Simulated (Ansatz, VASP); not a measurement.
Two plane-wave programs on LuHf4O

```xyz
6
Lattice="0.0000 4.1217 4.1217 4.1217 0.0000 4.1217 4.1217 4.1217 0.0000" Properties=species:S:1:pos:R:3 pbc="T T T"
Lu    2.0608    2.0608    2.0608
Hf    3.1153    3.1153    5.1280
Hf    3.1153    5.1280    3.1153
Hf    5.1280    3.1153    3.1153
Hf    5.1280    5.1280    5.1280
O     0.0000    0.0000    0.0000
```

Change from the starting cell: species swapped into the GdDyAl4 type (F-43m, No. 216).

Alike in both runs: task relaxation of cell and atoms; functional PBE; k mesh 8 × 8 × 8; occupations gaussian, width 0.1 eV; no spin polarisation.

|  | VASP | Ansatz |
| --- | --- | --- |
| version | VASP 6.6.1 | Ansatz 0.2.0 |
| potentials or method | VASP PAW PBE potentials, release 64 (Lu, Hf_pv, O), cutoff 600 eV | scalar-relativistic, plane waves, PAW |
| valence electrons in the cell | 71 | 135 |

Ansatz gave:

| Item | Value |
| --- | --- |
| gap on the k mesh at the Fermi level, each at its own relaxed structure (eV) | none |
| relaxed volume (Å³/atom) | 23.51 |
| relaxed cell length with the largest relative difference (Å) | 5.843 |

Task: Estimate VASP's values.

Result: gap on the k mesh at the Fermi level, each at its own relaxed structure (eV): none; relaxed volume (Å³/atom): 23.45; relaxed cell length with the largest relative difference (Å): 5.838.

A gap of «none» marks a metal or a gap that the smearing closes. VASP's potentials hold 71 valence electrons a cell and Ansatz's 135, so a difference there can come from the potentials and not from the codes.

Spin-orbit coupling is off throughout.
